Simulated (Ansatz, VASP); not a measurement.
**CuSb: VASP beside Ansatz**

```
Cu Sb
1.0
     0.00000    2.69127    2.69127
     2.69127    0.00000    2.69127
     2.69127    2.69127    0.00000
Cu Sb
1 1
Direct
  0.50000 0.50000 0.50000
  0.00000 0.00000 0.00000
```

Alike in both runs: task single point; functional r2SCAN; k mesh 12 × 12 × 12; occupations tetrahedron; no spin polarisation.

```csv
,VASP,Ansatz
version,VASP 6.6.1,Ansatz 0.2.0
potentials or method,"VASP PAW PBE potentials, release 64 (Cu, Sb), cutoff 520 eV","scalar-relativistic, plane waves, PAW"
valence electrons in the cell,16,34
```

```csv
,VASP,Ansatz,Ansatz less VASP
gap on the k mesh at the Fermi level (eV),none,none,-
pressure (GPa),0.1,0.1,-0.07
```

VASP's potentials were made for PBE, not for r2SCAN. A gap of «none» marks a metal or a gap that the smearing closes. VASP's potentials hold 16 valence electrons a cell and Ansatz's 34, so a difference there can come from the potentials and not from the codes. Ansatz's warnings: band table not solved further, tetrahedron derivatives may miss energy slope.

Spin-orbit coupling is off throughout.
